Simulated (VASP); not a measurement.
# H2C48O in VASP: single point with PBE+D3(BJ)

Aim: the single point of H2C48O with PBE+D3(BJ).

Everything below comes from runs of VASP 6.6.1. Logs are shortened: lines on timing, memory, paths and dates and some standing lists are left out, and cuts for length are marked.

**1. The cell of the first run**

The cell holds a slab with vacuum, 51 atoms: a = 5.030 Å, b = 7.114 Å, c = 25.854 Å, α = 90.00°, β = 90.00°, γ = 90.00°.

**2. Single point, PBE+D3(BJ)**

File INCAR:

```
SYSTEM = H2C48O
PREC = Accurate
ENCUT = 520
EDIFF = 1E-7
ISMEAR = 0
SIGMA = 0.05
LREAL = Auto
LASPH = .True.
NELM = 60
ALGO = Normal
ISIF = 2
LWAVE = .False.
LCHARG = .False.
LDIPOL = .True.
IDIPOL = 3
DIPOL = 0.5 0.5 0.443
GGA = PE
IVDW = 12
NBANDS = 131
```

File KPOINTS:

```
regular mesh
0
Gamma
  3 2 1
  0 0 0
```

File POSCAR:

```
H2C48O
1.0
    5.0301999808      0.0000000000      0.0000000000
    0.0000000000      7.1137770343      0.0000000000
    0.0000000000      0.0000000000     25.8538499760
C O H
48 1 2
Direct
    0.2500000000      0.5000000000      0.3094316710
    0.2500000000      0.0000000000      0.3094316710
    0.7500000000      0.5000000000      0.3094316710
    0.7500000000      0.0000000000      0.3094316710
    0.5000000000      0.6250000000      0.3094316710
    0.5000000000      0.1250000000      0.3094316710
    0.0000000000      0.6250000000      0.3094316710
    0.0000000000      0.1250000000      0.3094316710
    0.5000000000      0.7500000000      0.3580723956
    0.5000000000      0.2500000000      0.3580723956
    0.0000000000      0.7500000000      0.3580723956
    0.0000000000      0.2500000000      0.3580723956
    0.7500000000      0.8750000000      0.3580723956
    0.7500000000      0.3750000000      0.3580723956
    0.2500000000      0.8750000000      0.3580723956
    0.2500000000      0.3750000000      0.3580723956
    0.7500000000      0.0000000000      0.4067131201
    0.7500000000      0.5000000000      0.4067131201
    0.2500000000      0.0000000000      0.4067131201
    0.2500000000      0.5000000000      0.4067131201
    0.0000000000      0.1250000000      0.4067131201
    0.0000000000      0.6250000000      0.4067131201
    0.5000000000      0.1250000000      0.4067131201
    0.5000000000      0.6250000000      0.4067131201
    0.0000194454      0.2504768863      0.4550846793
    0.0000275816      0.7506697011      0.4550613924
    0.4999896330      0.2503527966      0.4552099870
    0.4999590813      0.7505658061      0.4550992587
    0.2499837475      0.3743320231      0.4551264266
    0.2500381703      0.8746076235      0.4551792592
    0.7500016342      0.3743035429      0.4550472637
    0.7499637350      0.8743333975      0.4550349203
    0.2498476134      0.5048371400      0.5051761816
    0.2501410219      0.0045805040      0.5053767613
    0.7500838863      0.5046292997      0.5050658485
    0.7499005751      0.0047957007      0.5053941672
    0.5001367666      0.6204617038      0.5051369678
    0.4999212938      0.1207733658      0.5053245844
   -0.0001927555      0.6206596245      0.5051064558
    0.0001422915      0.1203341917      0.5053861102
    0.4996378616      0.7637335926      0.5466981241
    0.5000419467      0.2645026833      0.5472192297
    0.0003128774      0.7639726983      0.5466046129
    0.0001128195      0.2653078973      0.5463609539
    0.7499328215      0.8594064146      0.5459583677
    0.7498773454      0.3609128109      0.5462206941
    0.2501083531      0.8599596628      0.5467251166
    0.2500282206      0.3605339612      0.5463108010
    0.7181669554      0.0539968781      0.6443259576
    0.6072757302      0.1458286925      0.6263318202
    0.5922312267     -0.0413007340      0.6554573248
```

Potentials or basis: VASP PAW PBE potentials, release 64 (C, O, H).

Command:

```console
> cat potpaw_PBE.64/C/POTCAR potpaw_PBE.64/O/POTCAR potpaw_PBE.64/H/POTCAR > POTCAR
> mpirun -np 1 vasp_std > vasp.out
```

OUTCAR:

```text
SYSTEM = H2C48O
   PREC = Accurate
   ENCUT = 520
   EDIFF = 1E-7
   ISMEAR = 0
   LREAL = Auto
   LASPH = .True.
   NELM = 60
   ISIF = 2
   GGA = PE
   IVDW = 12
 IVDW          = 12

 ion  position               nearest neighbor table
   1  0.250  0.500  0.309-   5 1.54   7 1.54  16 1.54
   2  0.250  0.000  0.309-   6 1.54   8 1.54  15 1.54
   3  0.750  0.500  0.309-   5 1.54   7 1.54  14 1.54
   4  0.750  0.000  0.309-   6 1.54   8 1.54  13 1.54
   5  0.500  0.625  0.309-   1 1.54   3 1.54   9 1.54
   6  0.500  0.125  0.309-   2 1.54   4 1.54  10 1.54
   7  0.000  0.625  0.309-   1 1.54   3 1.54  11 1.54
   8  0.000  0.125  0.309-   2 1.54   4 1.54  12 1.54
   9  0.500  0.750  0.358-  24 1.54  15 1.54  13 1.54   5 1.54
  10  0.500  0.250  0.358-  23 1.54  16 1.54  14 1.54   6 1.54
  11  0.000  0.750  0.358-  22 1.54  15 1.54  13 1.54   7 1.54
  12  0.000  0.250  0.358-  21 1.54  16 1.54  14 1.54   8 1.54
  13  0.750  0.875  0.358-  17 1.54  11 1.54   9 1.54   4 1.54
  14  0.750  0.375  0.358-  18 1.54  12 1.54  10 1.54   3 1.54
[... 24 lines left out ...]
  39  1.000  0.621  0.505-  43 1.48  35 1.50  33 1.50  26 1.59
  40  0.000  0.120  0.505-  44 1.48  34 1.50  36 1.50  25 1.60
  41  0.500  0.764  0.547-  47 1.43  45 1.43  37 1.48
  42  0.500  0.265  0.547-  48 1.43  46 1.43  38 1.49
  43  0.000  0.764  0.547-  47 1.43  45 1.43  39 1.48
  44  0.000  0.265  0.546-  48 1.43  46 1.43  40 1.48
  45  0.750  0.859  0.546-  43 1.43  41 1.43  36 1.47
  46  0.750  0.361  0.546-  44 1.43  42 1.43  35 1.48
  47  0.250  0.860  0.547-  41 1.43  43 1.43  34 1.48
  48  0.250  0.361  0.546-  44 1.43  42 1.43  33 1.48
  49  0.718  0.054  0.644-  51 0.97  50 0.98
  50  0.607  0.146  0.626-  49 0.98
  51  0.592  0.959  0.655-  49 0.97

  LATTYP: Found a simple orthorhombic cell.
 ALAT       =     5.0301999808
 B/A-ratio  =     1.4142135624
 C/A-ratio  =     5.1397260695

  Lattice vectors:

 A1 = (   5.0301999808,   0.0000000000,   0.0000000000)
 A2 = (   0.0000000000,   7.1137770343,   0.0000000000)
 A3 = (   0.0000000000,   0.0000000000,  25.8538499760)

Analysis of symmetry for initial positions (statically):
=====================================================================
 Subroutine PRICEL returns:
 Original cell was already a primitive cell.

 Routine SETGRP: Setting up the symmetry group for a
 simple orthorhombic supercell.

 Subroutine GETGRP returns: Found  1 space group operations
 (whereof  1 operations were pure point group operations)
 out of a pool of  8 trial point group operations.

The static configuration has the point symmetry C_1 .

Analysis of symmetry for dynamics (positions and initial velocities):
=====================================================================
 Subroutine PRICEL returns:
 Original cell was already a primitive cell.

 Routine SETGRP: Setting up the symmetry group for a
 simple orthorhombic supercell.

 Subroutine GETGRP returns: Found  1 space group operations
 (whereof  1 operations were pure point group operations)
 out of a pool of  8 trial point group operations.

The dynamic configuration has the point symmetry C_1 .

 Subroutine INISYM returns: Found  1 space group operations
 (whereof  1 operations are pure point group operations),
 and found     1 'primitive' translations

----------------------------------------------------------------------------------------

                                     Primitive cell

  volume of cell :     925.1470

  direct lattice vectors                    reciprocal lattice vectors
     5.030199981  0.000000000  0.000000000     0.198799253  0.000000000  0.000000000
     0.000000000  7.113777034  0.000000000     0.000000000  0.140572300  0.000000000
     0.000000000  0.000000000 25.853849976     0.000000000  0.000000000  0.038678959

  length of vectors
     5.030199981  7.113777034 25.853849976     0.198799253  0.140572300  0.038678959

  position of ions in fractional coordinates (direct lattice)
     0.250000000  0.500000000  0.309431671
     0.250000000  0.000000000  0.309431671
     0.750000000  0.500000000  0.309431671
     0.750000000  0.000000000  0.309431671
     0.500000000  0.625000000  0.309431671
     0.500000000  0.125000000  0.309431671
[... 43 lines left out ...]
     0.607275730  0.145828692  0.626331820
     0.592231227  0.958699266  0.655457325

  ion indices of the primitive-cell ions
   primitive index   ion index
                 1           1
                 2           2
                 3           3
                 4           4
                 5           5
                 6           6
[... 43 lines left out ...]
                50          50
                51          51

----------------------------------------------------------------------------------------

 KPOINTS: regular mesh

Automatic generation of k-mesh.
 Grid dimensions read from file:
 generate k-points for:    3    2    1

 Generating k-lattice:

  Cartesian coordinates                     Fractional coordinates (reciprocal lattice)
     0.066266418  0.000000000  0.000000000     0.333333333  0.000000000  0.000000000
     0.000000000  0.070286150  0.000000000     0.000000000  0.500000000  0.000000000
     0.000000000  0.000000000  0.038678959     0.000000000  0.000000000  1.000000000

  Length of vectors
     0.066266418  0.070286150  0.038678959

  Shift w.r.t. Gamma in fractional coordinates (k-lattice)
     0.000000000  0.000000000  0.000000000

 Subroutine IBZKPT returns following result:
 ===========================================

 Found      4 irreducible k-points:

 Following reciprocal coordinates:
            Coordinates               Weight
  0.000000  0.000000  0.000000      1.000000
  0.333333  0.000000  0.000000      2.000000
  0.000000  0.500000  0.000000      1.000000
  0.333333  0.500000  0.000000      2.000000
   k-points           NKPTS =      4   k-points in BZ     NKDIM =      4   number of bands    NBANDS=    131
   number of dos      NEDOS =    301   number of ions     NIONS =     51
   total plane-waves  NPLWV = 414720
   dimension x,y,z NGX =    40 NGY =   54 NGZ =  192
   dimension x,y,z NGXF=    80 NGYF=  108 NGZF=  384
   ions per type =              48   1   2
   NGX,Y,Z   is equivalent  to a cutoff of  13.22, 12.62, 12.35 a.u.
   NGXF,Y,Z  is equivalent  to a cutoff of  26.44, 25.24, 24.69 a.u.
 SYSTEM =  H2C48O
   PREC   = accura    normal or accurate (medium, high low for compatibility)
   ISTART =      0    job   : 0-new  1-cont  2-samecut
   ICHARG =      2    charge: 1-file 2-atom 10-const
   ISPIN  =      1    spin polarized calculation?
   LNONCOLLINEAR =      F non collinear calculations
   LSORBIT =      F    spin-orbit coupling
   LASPH  =      T    aspherical Exc in radial PAW
   ENCUT  =  520.0 eV  38.22 Ry    6.18 a.u.   9.35 13.23 48.07*2*pi/ulx,y,z
   NELM   =     60;   NELMIN=  2; NELMDL= -5     # of ELM steps
   EDIFF  = 0.1E-06   stopping-criterion for ELM
   LREAL  =      T    real-space projection
   EDIFFG = 0.1E-05   stopping-criterion for IOM
   NSW    =      0    number of steps for IOM
   IBRION =     -1    ionic relax: 0-MD 1-quasi-New 2-CG
   NFREE  =      0    steps in history (QN), initial steepest desc. (CG)
   ISIF   =      2    stress and relaxation
   ISYM   =      2    0-nonsym 1-usesym 2-fastsym
   POTIM  = 0.5000    time-step for ionic-motion
   TEBEG  =    0.0;   TEEND  =   0.0 temperature during run
   PSTRESS=    0.0 pullay stress
   NELECT =     200.0000    total number of electrons
   NUPDOWN=      -1.0000    fix difference up-down
   EMIN   =  10.00;   EMAX   =-10.00  energy-range for DOS
   EFERMI =   0.00;   METHOD = LEGACY
   ISMEAR =     0;   SIGMA  =   0.05  broadening in eV -4-tet -1-fermi 0-gaus
   EFERMI_NEDOS =   21; number of points for ismear=-14 and -15
   IALGO  =     38    algorithm
   IMIX   =      4    mixing-type and parameters
     AMIX     =   0.40;   BMIX     =  1.00
     AMIX_MAG =   1.60;   BMIX_MAG =  1.00
  volume/ion in A,a.u.               =      18.14       122.42
  Fermi-wavevector in a.u.,A,eV,Ry     =   0.982535  1.856721 13.134718  0.965375
  Thomas-Fermi vector in A             =   2.113625
   LORBIT       =      0    0 simple, 1 ext, 2 COOP (PROOUT), +10 PAW based schemes
   GGA     = PE    functional components
   LHFCALC =     F    Hartree Fock is set to
   AEXX    =    0.0000 exact exchange contribution
   IVDW    =    12    specifies the selected vdW correction
   LEPSILON=     F    determine dielectric tensor
   LRPA    =     F    only Hartree local field effects (RPA)
 non-spin polarized calculation
 Gauss-broadening in eV      SIGMA  =   0.05
  energy-cutoff  :      520.00
  volume of cell :      925.15
 maximum number of plane-waves:     24954
 NGX is ok and might be reduce to    40
   NGX = 19   NGY = 27   NGZ = 97

 dipolmoment           0.000000      0.000000      0.472473 electrons x Angstroem

 number of electron     200.0000025 magnetization

 dipolmoment           0.000000      0.000000     -0.112962 electrons x Angstroem

 Free energy of the ion-electron system (eV)
  ---------------------------------------------------
  ext. energy  EPLUGINS =         0.00000000
  ---------------------------------------------------
  free energy    TOTEN  =      -423.78565435 eV

  energy without entropy =     -423.76965274  energy(sigma->0) =     -423.77765354

 E-fermi :  -0.9211     XC(G=0):  -4.8734

 val. band max:       -1.0052135203   @ k =   0.0000   0.0000   0.0000
 cond. band min:      -0.9046476089   @ k =   0.3333   0.0000   0.0000
 fundamental gap:      0.1005659113
 Fermi energy:        -0.9210880096

 k-point     1 :       0.0000    0.0000    0.0000
  band No.  band energies     occupation
      1     -22.7887      2.00000
      2     -21.4157      2.00000
      3     -21.1079      2.00000
      4     -20.6171      2.00000
      5     -20.4161      2.00000
      6     -19.2918      2.00000
[... 104 lines left out ...]
    111       4.0174      0.00000
    112       4.0278      0.00000
[... 343 lines left out ...]
    111       4.8252      0.00000
    112       4.8332      0.00000
 [bands above 112 left out]

------------------------ aborting loop because EDIFF is reached ----------------------------------------

 vacuum level on the upper side and lower side of the slab       (xc-potential included)        -0.354         0.210

 Edisp (eV)   -7.66839

 E8    (eV) :    -2.2909

  FORCE on cell =-STRESS in cart. coord.  units (eV):
  Direction    XX          YY          ZZ          XY          YZ          ZX
  --------------------------------------------------------------------------------------
  -------------------------------------------------------------------------------------
  Total     -12.84569    22.34283    -8.36966     0.02525    -0.11112    -0.00093
  in kB     -22.24628    38.69349   -14.49466     0.04372    -0.19244    -0.00161
  external pressure =        0.65 kB  Pullay stress =        0.00 kB

 VOLUME and BASIS-vectors are now :
 -----------------------------------------------------------------------------
  energy-cutoff  :      520.00
  volume of cell :      925.15
      direct lattice vectors                 reciprocal lattice vectors
     5.030199981  0.000000000  0.000000000     0.198799253  0.000000000  0.000000000
     0.000000000  7.113777034  0.000000000     0.000000000  0.140572300  0.000000000
     0.000000000  0.000000000 25.853849976     0.000000000  0.000000000  0.038678959

 POSITION                                       TOTAL-FORCE (eV/Angst)
 -----------------------------------------------------------------------------------
      1.25755      3.55689      8.00000        -0.007103      4.552480      0.980631
      1.25755      0.00000      8.00000         0.016518      4.570894      1.012964
      3.77265      3.55689      8.00000        -0.011034      4.563688      1.044074
      3.77265      0.00000      8.00000         0.009950      4.562266      0.990891
      2.51510      4.44611      8.00000         0.005638     -4.541533      0.979999
      2.51510      0.88922      8.00000        -0.017634     -4.566966      0.994461
[... 43 lines left out ...]
      3.05472      1.03739     16.19309        -0.019663      0.087433     -0.054139
      2.97904      6.81997     16.94610        -0.039701     -0.096439      0.046812
 -----------------------------------------------------------------------------------
    total drift:                                0.001863      0.025387      0.070811

  FREE ENERGIE OF THE ION-ELECTRON SYSTEM (eV)
  ---------------------------------------------------
  free  energy   TOTEN  =      -431.4540424374 eV

  energy  without entropy=     -431.4380408272  energy(sigma->0) =     -431.44604163

 vacuum level on the upper side and lower side of the slab         4.418         4.994
```

It took 25 min on 1 thread of Intel Xeon Platinum 8259CL at 2.50GHz (Skylake/Cascade Lake), shared host; peak memory 0.97 GiB.

Results:

| Property | Result |
| --- | --- |
| Free energy | -431.4540 eV |
| Largest force | 4.682 eV/Å |
| Band gap on the k mesh | zero (bands 100 and 101 overlap by 0.10 eV) |
| Dispersion energy per atom | -0.150 eV |

Forces on the atoms (eV/Å):
```
C   -0.007  4.552  0.981
C    0.017  4.571  1.013
C   -0.011  4.564  1.044
C    0.010  4.562  0.991
C    0.006 -4.542  0.980
C   -0.018 -4.567  0.994
C    0.016 -4.552  1.009
C   -0.012 -4.567  0.992
C    0.022  1.027 -1.114
C   -0.023  1.018 -1.109
C   -0.019  1.015 -1.157
C    0.017  1.025 -1.123
C   -0.007 -1.016 -1.113
C    0.009 -1.005 -1.167
C    0.010 -1.003 -1.118
C   -0.009 -1.038 -1.086
C   -0.007  0.494  0.120
C   -0.005  0.468  0.102
C    0.009  0.476  0.102
C    0.003  0.459  0.072
C    0.008 -0.497  0.115
C    0.011 -0.475  0.106
C   -0.009 -0.479  0.102
C   -0.009 -0.468  0.083
C    0.000 -0.004 -0.003
C    0.000 -0.003 -0.004
C    0.000 -0.005  0.000
C   -0.001 -0.004 -0.003
C   -0.001  0.003  0.008
C   -0.001 -0.006  0.010
C    0.000  0.001  0.009
C    0.000  0.001  0.014
C    0.001  0.007 -0.018
C    0.000  0.003 -0.013
C   -0.001  0.008 -0.019
C    0.001  0.007 -0.016
C   -0.004 -0.010 -0.006
C    0.002 -0.006 -0.021
C    0.003 -0.011 -0.009
C   -0.002 -0.010 -0.016
C    0.002 -0.008  0.028
C    0.001 -0.009  0.032
C    0.002 -0.009  0.030
C    0.001 -0.013  0.028
C   -0.001  0.006  0.038
C    0.003  0.012  0.039
C   -0.002  0.016  0.038
C   -0.002  0.011  0.043
O    0.059  0.009 -0.003
H   -0.020  0.087 -0.054
H   -0.040 -0.096  0.047
```

Caveat: the k points lie up to 0.44 Å⁻¹ apart.

The gap in the log of VASP goes by the Fermi energy; the results here count the filled bands.